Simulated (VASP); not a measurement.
A run of VASP 6.6.1:

Contents of INCAR:

```
SYSTEM = Pb
PREC = Accurate ; ENCUT = 600
EDIFF = 1E-7 ; ISMEAR = -1
SIGMA = 0.05 ; LREAL = .FALSE.
LASPH = .TRUE. ; NELM = 150
ALGO = Normal ; ISIF = 3
LWAVE = .FALSE. ; LCHARG = .FALSE.
MAGMOM = 0 0 0 ; LORBIT = 11
LSORBIT = .TRUE. ; GGA_COMPAT = .FALSE.
LORBMOM = .TRUE. ; GGA = PE
IBRION = 2 ; NSW = 45
EDIFFG = -0.005
```

File KPOINTS:

```
regular mesh
0
G
  13 13 13
  0 0 0
```

File POSCAR:

```
Pb
1.0
    3.2647397550      0.0000000000      0.0000000000
    0.0000000000      3.2647397550      0.0000000000
    0.0000000000      0.0000000000      3.2647397550
Pb
1
Direct
    0.0000000000      0.0000000000      0.0000000000
```

Potentials or basis: VASP PAW PBE potentials, release 64 (Pb_d).

The run is started by

```bash
$ cat potpaw_PBE.64/Pb_d/POTCAR > POTCAR
$ mpirun -np 1 vasp_ncl > vasp.out
```

Hardware: 1 thread of Intel(R) Xeon(R) Platinum 8259CL CPU @ 2.50GHz (Skylake/Cascade Lake), on a shared host.

How long does it take, and how much memory?

It took 4.5 min on 1 thread of Intel(R) Xeon(R) Platinum 8259CL CPU @ 2.50GHz (Skylake/Cascade Lake), with other jobs on the host, peak memory 0.31 GiB. Counts: scf iterations 23, k points 84, ion steps 2.
